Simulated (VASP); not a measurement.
# MgS (Niningerite) (Fm-3m) in VASP: a series of runs

The runs below take MgS (Niningerite) through single point, with PBEsol, r2SCAN.

Everything below comes from runs of VASP 6.6.1. Logs are shortened: lines on timing, memory, paths and dates and some standing lists are left out, and cuts for length are marked.

## (1) The cell of the first run

It takes space group Fm-3m (No. 225, cubic). Conventional cell: a = 5.182 Å, b = 5.182 Å, c = 5.182 Å, α = 90.00°, β = 90.00°, γ = 90.00°. Mg (site symmetry m-3m) has 6 S at 2.59 Å within 3.4 Å. Within 3.4 Å of S (site symmetry m-3m) lie 6 Mg at 2.59 Å.

## (2) Single point, PBEsol

Contents of INCAR:

```
SYSTEM = MgS
PREC = Accurate
ENCUT = 520
EDIFF = 1E-6
ISMEAR = -1
SIGMA = 0.02
LREAL = .False.
LASPH = .True.
NELM = 60
ALGO = Normal
ISIF = 2
LWAVE = .False.
LCHARG = .False.
GGA = PS
NBANDS = 11
```

Contents of KPOINTS:

```
Automatic mesh
0
Gamma
  8 8 8
  0 0 0
```

Contents of POSCAR:

```
MgS
1.0
    0.0000000000      2.5908860675      2.5908860675
    2.5908860675      0.0000000000      2.5908860675
    2.5908860675      2.5908860675      0.0000000000
Mg S
1 1
Direct
    0.0000000000      0.0000000000      0.0000000000
    0.5000000000      0.5000000000      0.5000000000
```

Potentials or basis: VASP PAW PBE potentials, release 64 (Mg, S).

The run is started by

```sh
$ cat potpaw_PBE.64/Mg/POTCAR potpaw_PBE.64/S/POTCAR > POTCAR
$ mpirun -np 1 vasp_std > vasp.out
```

OUTCAR:

```text
SYSTEM = MgS
   PREC = Accurate
   ENCUT = 520
   EDIFF = 1E-6
   ISMEAR = -1
   LREAL = .False.
   LASPH = .True.
   NELM = 60
   ISIF = 2
   GGA = PS

 ion  position               nearest neighbor table
   1  0.000  0.000  0.000-   2 2.59   2 2.59   2 2.59   2 2.59   2 2.59   2 2.59
   2  0.500  0.500  0.500-   1 2.59   1 2.59   1 2.59   1 2.59   1 2.59   1 2.59

  LATTYP: Found a face centered cubic cell.
 ALAT       =     5.1817721350

  Lattice vectors:

 A1 = (   0.0000000000,   2.5908860675,   2.5908860675)
 A2 = (   2.5908860675,   0.0000000000,   2.5908860675)
 A3 = (   2.5908860675,   2.5908860675,   0.0000000000)

Analysis of symmetry for initial positions (statically):
=====================================================================
 Subroutine PRICEL returns:
 Original cell was already a primitive cell.

 Routine SETGRP: Setting up the symmetry group for a
 face centered cubic supercell.

 Subroutine GETGRP returns: Found 48 space group operations
 (whereof 48 operations were pure point group operations)
 out of a pool of 48 trial point group operations.

The static configuration has the point symmetry O_h .

Analysis of symmetry for dynamics (positions and initial velocities):
=====================================================================
 Subroutine PRICEL returns:
 Original cell was already a primitive cell.

 Routine SETGRP: Setting up the symmetry group for a
 face centered cubic supercell.

 Subroutine GETGRP returns: Found 48 space group operations
 (whereof 48 operations were pure point group operations)
 out of a pool of 48 trial point group operations.

The dynamic configuration has the point symmetry O_h .

 Subroutine INISYM returns: Found 48 space group operations
 (whereof 48 operations are pure point group operations),
 and found     1 'primitive' translations

----------------------------------------------------------------------------------------

                                     Primitive cell

  volume of cell :      34.7836

  direct lattice vectors                    reciprocal lattice vectors
     0.000000000  2.590886068  2.590886068    -0.192984171  0.192984171  0.192984171
     2.590886068  0.000000000  2.590886068     0.192984171 -0.192984171  0.192984171
     2.590886068  2.590886068  0.000000000     0.192984171  0.192984171 -0.192984171

  length of vectors
     3.664066215  3.664066215  3.664066215     0.334258389  0.334258389  0.334258389

  position of ions in fractional coordinates (direct lattice)
     0.000000000  0.000000000  0.000000000
     0.500000000  0.500000000  0.500000000

  ion indices of the primitive-cell ions
   primitive index   ion index
                 1           1
                 2           2

----------------------------------------------------------------------------------------

 KPOINTS: Automatic mesh

Automatic generation of k-mesh.
 Grid dimensions read from file:
 generate k-points for:    8    8    8

 Generating k-lattice:

  Cartesian coordinates                     Fractional coordinates (reciprocal lattice)
    -0.024123021  0.024123021  0.024123021     0.125000000  0.000000000  0.000000000
     0.024123021 -0.024123021  0.024123021     0.000000000  0.125000000  0.000000000
     0.024123021  0.024123021 -0.024123021     0.000000000  0.000000000  0.125000000

  Length of vectors
     0.041782299  0.041782299  0.041782299

  Shift w.r.t. Gamma in fractional coordinates (k-lattice)
     0.000000000  0.000000000  0.000000000

 Subroutine IBZKPT returns following result:
 ===========================================

 Found     29 irreducible k-points:

 Following reciprocal coordinates:
            Coordinates               Weight
  0.000000  0.000000  0.000000      1.000000
  0.125000  0.000000  0.000000      8.000000
  0.250000  0.000000  0.000000      8.000000
  0.375000  0.000000  0.000000      8.000000
  0.500000  0.000000  0.000000      4.000000
  0.125000  0.125000  0.000000      6.000000
[... 16 lines left out ...]
  0.500000  0.250000  0.125000     48.000000
 -0.375000  0.250000  0.125000     24.000000
 [... further k-points ...]
   k-points           NKPTS =     29   k-points in BZ     NKDIM =     29   number of bands    NBANDS=     11
   number of dos      NEDOS =    301   number of ions     NIONS =      2
   total plane-waves  NPLWV =  21952
   dimension x,y,z NGX =    28 NGY =   28 NGZ =   28
   dimension x,y,z NGXF=    56 NGYF=   56 NGZF=   56
   ions per type =               1   1
   NGX,Y,Z   is equivalent  to a cutoff of  12.70, 12.70, 12.70 a.u.
   NGXF,Y,Z  is equivalent  to a cutoff of  25.41, 25.41, 25.41 a.u.
 SYSTEM =  MgS
   PREC   = accura    normal or accurate (medium, high low for compatibility)
   ISTART =      0    job   : 0-new  1-cont  2-samecut
   ICHARG =      2    charge: 1-file 2-atom 10-const
   ISPIN  =      1    spin polarized calculation?
   LNONCOLLINEAR =      F non collinear calculations
   LSORBIT =      F    spin-orbit coupling
   LASPH  =      T    aspherical Exc in radial PAW
   ENCUT  =  520.0 eV  38.22 Ry    6.18 a.u.   6.81  6.81  6.81*2*pi/ulx,y,z
   NELM   =     60;   NELMIN=  2; NELMDL= -5     # of ELM steps
   EDIFF  = 0.1E-05   stopping-criterion for ELM
   LREAL  =      F    real-space projection
   EDIFFG = 0.1E-04   stopping-criterion for IOM
   NSW    =      0    number of steps for IOM
   IBRION =     -1    ionic relax: 0-MD 1-quasi-New 2-CG
   NFREE  =      0    steps in history (QN), initial steepest desc. (CG)
   ISIF   =      2    stress and relaxation
   ISYM   =      2    0-nonsym 1-usesym 2-fastsym
   POTIM  = 0.5000    time-step for ionic-motion
   TEBEG  =    0.0;   TEEND  =   0.0 temperature during run
   PSTRESS=    0.0 pullay stress
   NELECT =       8.0000    total number of electrons
   NUPDOWN=      -1.0000    fix difference up-down
   EMIN   =  10.00;   EMAX   =-10.00  energy-range for DOS
   EFERMI =   0.00;   METHOD = LEGACY
   ISMEAR =    -1;   SIGMA  =   0.02  broadening in eV -4-tet -1-fermi 0-gaus
   EFERMI_NEDOS =   21; number of points for ismear=-14 and -15
   IALGO  =     38    algorithm
   IMIX   =      4    mixing-type and parameters
     AMIX     =   0.40;   BMIX     =  1.00
     AMIX_MAG =   1.60;   BMIX_MAG =  1.00
  volume/ion in A,a.u.               =      17.39       117.37
  Fermi-wavevector in a.u.,A,eV,Ry     =   1.003028  1.895449 13.688355  1.006066
  Thomas-Fermi vector in A             =   2.135554
   LORBIT       =      0    0 simple, 1 ext, 2 COOP (PROOUT), +10 PAW based schemes
   GGA     = PS    functional components
   LHFCALC =     F    Hartree Fock is set to
   AEXX    =    0.0000 exact exchange contribution
   IVDW    =     0    specifies the selected vdW correction
   LEPSILON=     F    determine dielectric tensor
   LRPA    =     F    only Hartree local field effects (RPA)
 non-spin polarized calculation
  energy-cutoff  :      520.00
  volume of cell :       34.78
 maximum number of plane-waves:       960
   NGX = 13   NGY = 13   NGZ = 13

 number of electron       7.9999999 magnetization

 Free energy of the ion-electron system (eV)
  ---------------------------------------------------
  ext. energy  EPLUGINS =         0.00000000
  ---------------------------------------------------
  free energy    TOTEN  =        -9.07506216 eV

  energy without entropy =       -9.07506216  energy(sigma->0) =       -9.07506216

 E-fermi :   4.1655     XC(G=0):  -9.8881

 val. band max:        3.7871577982   @ k =   0.0000   0.0000   0.0000
 cond. band min:       6.5170503568   @ k =   0.5000   0.5000   0.0000
 fundamental gap:      2.7298925586
 Fermi energy:         4.1654556411

 k-point     1 :       0.0000    0.0000    0.0000
  band No.  band energies     occupation
      1      -8.9680      2.00000
      2       3.7872      2.00000
      3       3.7872      2.00000
      4       3.7872      2.00000
      5       7.4781      0.00000
      6      11.6334      0.00000
      7      11.6334      0.00000
      8      11.6334      0.00000
      9      14.1123      0.00000
     10      14.1123      0.00000
     11      16.1128      0.00000

 k-point     2 :       0.1250    0.0000    0.0000
  band No.  band energies     occupation
      1      -8.8122      2.00000
      2       2.7093      2.00000
      3       3.6814      2.00000
      4       3.6814      2.00000
      5       8.2831      0.00000
      6      11.3149      0.00000
      7      11.8914      0.00000
      8      11.8914      0.00000
      9      13.4675      0.00000
     10      13.4675      0.00000
     11      16.4427      0.00000

 k-point     3 :       0.2500    0.0000    0.0000
  band No.  band energies     occupation
      1      -8.3895      2.00000
      2       0.9067      2.00000
      3       3.4518      2.00000
      4       3.4518      2.00000
      5       8.6622      0.00000
      6      11.5398      0.00000
      7      11.5398      0.00000
      8      12.0695      0.00000
      9      14.0263      0.00000
     10      14.0263      0.00000
     11      15.6318      0.00000

 k-point     4 :       0.3750    0.0000    0.0000
  band No.  band energies     occupation
      1      -7.8700      2.00000
      2      -0.5765      2.00000
      3       3.2504      2.00000
      4       3.2504      2.00000
      5       8.3526      0.00000
      6      10.8755      0.00000
      7      10.8755      0.00000
      8      13.6308      0.00000
      9      15.2707      0.00000
     10      16.0102      0.00000
     11      16.0102      0.00000
[... 239 lines left out ...]
 k-point    22 :       0.3750    0.2500    0.1250
  band No.  band energies     occupation
      1      -8.0575      2.00000
      2       0.6378      2.00000
      3       2.2753      2.00000
      4       3.0846      2.00000
      5       9.5696      0.00000
      6      10.1449      0.00000
      7      10.8134      0.00000
      8      12.9764      0.00000
      9      13.8617      0.00000
     10      16.7572      0.00000
     11      18.6510      0.00000

 k-point    23 :       0.5000    0.2500    0.1250
  band No.  band energies     occupation
      1      -7.6173      2.00000
      2      -0.2314      2.00000
      3       1.7196      2.00000
      4       2.7606      2.00000
      5       9.3665      0.00000
      6      10.0921      0.00000
      7      11.5279      0.00000
      8      12.7666      0.00000
      9      15.4340      0.00000
     10      18.0460      0.00000
     11      18.6585      0.00000

 k-point    24 :      -0.3750    0.2500    0.1250
  band No.  band energies     occupation
      1      -7.4054      2.00000
      2      -0.6400      2.00000
      3       1.5720      2.00000
      4       2.5948      2.00000
      5       9.3198      0.00000
      6       9.8024      0.00000
      7      12.1729      0.00000
      8      13.1783      0.00000
      9      16.0032      0.00000
     10      17.1075      0.00000
     11      19.2814      0.00000

 [... further k-points ...]
[... 5 lines left out ...]
  --------------------------------------------------------------------------------------
  -------------------------------------------------------------------------------------
  Total       -0.0408479     -0.0408479     -0.0408479      0.0000000      0.0000000      0.0000000
  in kB       -1.8815032     -1.8815032     -1.8815032      0.0000000      0.0000000      0.0000000
  external PRESSURE =      -1.8815032 kB  Pullay stress =       0.0000000 kB

 VOLUME and BASIS-vectors are now :
 -----------------------------------------------------------------------------
  energy-cutoff  :      520.00
  volume of cell :       34.78
      direct lattice vectors                 reciprocal lattice vectors
     0.000000000  2.590886068  2.590886068    -0.192984171  0.192984171  0.192984171
     2.590886068  0.000000000  2.590886068     0.192984171 -0.192984171  0.192984171
     2.590886068  2.590886068  0.000000000     0.192984171  0.192984171 -0.192984171

 POSITION                                       TOTAL-FORCE (eV/Angst)
 -----------------------------------------------------------------------------------
      0.00000      0.00000      0.00000         0.000000      0.000000      0.000000
      2.59089      2.59089      2.59089        -0.000000     -0.000000     -0.000000
 -----------------------------------------------------------------------------------
    total drift:                                0.000000      0.000000      0.000000

  FREE ENERGIE OF THE ION-ELECTRON SYSTEM (eV)
  ---------------------------------------------------
  free  energy   TOTEN  =        -9.0750621559 eV

  energy  without entropy=       -9.0750621559  energy(sigma->0) =       -9.07506216
```

Run time: 7.1 s. Hardware: 1 thread of Intel Xeon Platinum 8559C (Emerald Rapids), shared host; peak memory 0.15 GiB.

What came out:

```yaml
Free_energy: -9.0751 eV
Pressure: -0.2 GPa
Band_gap_on_the_k_mesh: 2.73 eV, indirect (least direct gap 3.69 eV)
```

Caveat: the PAW data sets were made with another functional, which shifts forces and pressure a little. Expect the measured gap to be larger: semilocal functionals such as PBEsol lack the derivative discontinuity.

## (3) Single point, r2SCAN

This run uses another cell than the first one, of 17.63 Å³/atom, 1.013 times its volume.

Contents of POSCAR:

```
MgS
1.0
    0.0000000000      2.6024618725      2.6024618725
    2.6024618725      0.0000000000      2.6024618725
    2.6024618725      2.6024618725      0.0000000000
Mg S
1 1
Direct
    0.0000000000      0.0000000000      0.0000000000
    0.5000000000      0.5000000000      0.5000000000
```

Contents of INCAR.step1:

```
PREC = Accurate
ENCUT = 520
ISMEAR = -1
SIGMA = 0.02
LREAL = F
LASPH = T
NELM = 100
NBANDS = 11
GGA = PE
ALGO = Normal
EDIFF = 1E-4
LWAVE = T
LCHARG = F
```

Contents of INCAR.step2:

```
PREC = Accurate
ENCUT = 520
EDIFF = 1E-7
ISMEAR = -1
SIGMA = 0.02
LREAL = F
LASPH = T
NELM = 100
ALGO = Normal
ISIF = 2
LWAVE = F
LCHARG = F
METAGGA = R2SCAN
LMIXTAU = T
NBANDS = 11
ISTART = 1
```

Contents of KPOINTS:

```
regular mesh
0
Gamma
  8 8 8
```

Potentials or basis: VASP PAW PBE potentials, release 64 (Mg, S).

The run is started by

```sh
$ cat potpaw_PBE.64/Mg/POTCAR potpaw_PBE.64/S/POTCAR > POTCAR
$ cp INCAR.step1 INCAR
$ mpirun -np 1 vasp_std > vasp.out
$ cp INCAR.step2 INCAR
$ mpirun -np 1 vasp_std > vasp.out
```

It took 37 s on 1 thread of Intel Xeon Platinum 8559C (Emerald Rapids), shared host; peak memory 0.16 GiB.

Results (log left out):

```yaml
Free_energy: -15.5104 eV
Pressure: -0.6 GPa
Band_gap_on_the_k_mesh: 3.43 eV, indirect (least direct gap 4.61 eV)
```

Levels at points of the mesh, in eV from the valence-band top:
```tsv
k point	band 1	band 2	band 3	band 4	band 5	band 6	band 7	band 8
(0.00, 0.00, 0.00)	-13.18	0.00	0.00	0.00	4.61	8.53	8.53	8.53
(0.50, 0.00, 0.00)	-11.85	-4.87	-0.62	-0.62	5.21	7.50	7.50	11.22
(0.50, 0.50, 0.00)	-11.46	-4.27	-1.73	-1.73	3.43	4.93	13.13	13.48
```

Caveat: the PAW data sets were made with another functional, which shifts forces and pressure a little. r2SCAN opens gaps a little over a GGA but as a rule still falls short of measured ones.

## (4) Single point, r2SCAN

This run uses another cell than the first one, of 16.57 Å³/atom, 0.953 times its volume.

Contents of POSCAR:

```
MgS
1.0
    0.0000000000      2.5493355000      2.5493355000
    2.5493355000      0.0000000000      2.5493355000
    2.5493355000      2.5493355000      0.0000000000
Mg S
1 1
Direct
    0.0000000000      0.0000000000      0.0000000000
    0.5000000000      0.5000000000      0.5000000000
```

INCAR.step1 is that of step 3.

Changes to INCAR.step2 since step 3:

```diff
@@ -2,3 +2,3 @@
 ENCUT = 520
-EDIFF = 1E-7
+EDIFF = 1E-6
 ISMEAR = -1
```

Contents of KPOINTS:

```
Automatic mesh
0
Gamma
  10 10 10
```

The run is started by

```sh
$ cat potpaw_PBE.64/Mg/POTCAR potpaw_PBE.64/S/POTCAR > POTCAR
$ cp INCAR.step1 INCAR
$ mpirun -np 1 vasp_std > vasp.out
$ cp INCAR.step2 INCAR
$ mpirun -np 1 vasp_std > vasp.out
```

It took 43 s on 1 thread of Intel Xeon Platinum 8559C (Emerald Rapids), shared host; peak memory 0.17 GiB.

It converged, with:

| Item | Value |
| --- | --- |
| Free energy | -15.4828 eV |
| Pressure | 5.0 GPa |
| Band gap on the k mesh | 3.56 eV, indirect (least direct gap 5.15 eV) |

Levels at points of the mesh, in eV from the valence-band top:
| k point | band 2 | band 3 | band 4 | band 5 | band 6 | band 7 |
| --- | --- | --- | --- | --- | --- | --- |
| (0.00, 0.00, 0.00) | 0.00 | 0.00 | 0.00 | 5.15 | 8.48 | 8.48 |
| (0.50, 0.00, 0.00) | -5.22 | -0.70 | -0.70 | 5.31 | 7.57 | 7.57 |
| (0.50, 0.50, 0.00) | -4.61 | -1.87 | -1.87 | 3.56 | 4.73 | 13.67 |

Caveat: the PAW data sets were made with another functional, which shifts forces and pressure a little. r2SCAN opens gaps a little over a GGA but as a rule still falls short of measured ones.

## (5) Summary

| level | cell | k mesh | gap on the mesh (eV) | pressure (GPa) |
| --- | --- | --- | --- | --- |
| PBEsol | a = 3.664 Å, angles 60.0°, 2 atoms | 8 × 8 × 8 | 2.73 | -0.2 |
| r2SCAN | a = 3.680 Å, angles 60.0°, 2 atoms | 8 × 8 × 8 | 3.43 | -0.6 |
| r2SCAN | a = 3.605 Å, angles 60.0°, 2 atoms | 10 × 10 × 10 | 3.56 | 5.0 |

Alike in all rows: task single point; potentials or basis VASP PAW PBE potentials, release 64 (Mg, S); no spin polarisation; cutoff (eV) 520; smearing fermi-dirac 0.02 eV.

Caveats: the PAW data sets were made with another functional, which shifts forces and pressure a little.

Absolute energies hang on the potentials; compare differences alone.
